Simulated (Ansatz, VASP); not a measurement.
# Two plane-wave programs on BaTiO3

Contents of POSCAR:

```
BaTiO3
1.0
    4.0739784508      0.0000000000      0.0000000000
    0.0000000000      4.0739784508      0.0000000000
    0.0000000000      0.0000000000      3.9401115498
Ba Ti O
1 1 3
Direct
    0.0000000000      0.0000000000      0.0000000000
    0.5000000000      0.5000000000      0.5000000000
    0.5000000000      0.5000000000      0.0000000000
    0.5000000000      0.0000000000      0.5000000000
    0.0000000000      0.5000000000      0.5000000000
```

INCAR.step1

```
SYSTEM = BaTiO3
PREC = Accurate
ENCUT = 520
ISMEAR = 0
SIGMA = 0.01
LREAL = .FALSE.
LASPH = .TRUE.
NELM = 60
NBANDS = 28
GGA = PE
ALGO = Normal
EDIFF = 1E-4
LWAVE = .TRUE.
LCHARG = .FALSE.
```

File INCAR.step2:

```
SYSTEM = BaTiO3
PREC = Accurate
ENCUT = 520
EDIFF = 1E-6
ISMEAR = 0
SIGMA = 0.01
LREAL = .FALSE.
LASPH = .TRUE.
NELM = 60
ALGO = Normal
ISIF = 2
LWAVE = .FALSE.
LCHARG = .TRUE.
METAGGA = R2SCAN
LMIXTAU = .TRUE.
LELF = .TRUE.
LVHAR = .TRUE.
NBANDS = 28
ISTART = 1
```

Contents of KPOINTS:

```
regular mesh
0
G
  6 6 6
  0 0 0
```

Input for Ansatz:

```yaml
crystal:
  lattice:
    - [4.0739784508, 0.0, 0.0]
    - [0.0, 4.0739784508, 0.0]
    - [0.0, 0.0, 3.9401115498]
  atoms:
    - { symbol: Ba, position: [0.0, 0.0, 0.0] }
    - { symbol: Ti, position: [0.5, 0.5, 0.5] }
    - { symbol: O, position: [0.5, 0.5, 0.0] }
    - { symbol: O, position: [0.5, 0.0, 0.5] }
    - { symbol: O, position: [0.0, 0.5, 0.5] }
kpoints:
  mp_grid: { grid: [6, 6, 6] }
  band_path:
    path: [[0.0, 0.0, 0.0], [0.0, 0.5, 0.0], [0.5, 0.5, 0.0], [0.5, 0.5, 0.5]]
    npoints: 1
hamiltonian:
  xc: r2scan
scf:
  occupations: { method: fixed }
  n_extra_bands: 5
output:
  forces: true
  stress: true
  eigenvalues: true
```

Change from the starting cell: epitaxial_xy strain +2.0%.

Alike in both runs: task single point; functional r2SCAN; k mesh 6 × 6 × 6; no spin polarisation.

|  | VASP | Ansatz |
| --- | --- | --- |
| version | VASP 6.6.1 | Ansatz 0.2.0 |
| potentials or method | VASP PAW PBE potentials, release 64 (Ba_sv, Ti_sv, O) | plane waves, PAW |
| plane-wave cutoff (eV) | 520 | 500 |
| occupations | gaussian, width 0.01 eV | fixed |
| valence electrons in the cell | 40 | 40 |

Ansatz gave:

| Property | Result |
| --- | --- |
| gap on the k mesh at the Fermi level (eV) | 2.04 |
| pressure (GPa) | -4.2 |
| traceless stress, the component that is largest in VASP (GPa) | 4.17 |

Question: What did VASP give for the same quantities?

Answer: gap on the k mesh at the Fermi level (eV): 2.02; pressure (GPa): -2.4; traceless stress, the component that is largest in VASP (GPa): 4.32.

VASP's potentials were made for PBE, not for r2SCAN.

Spin-orbit coupling is off throughout.
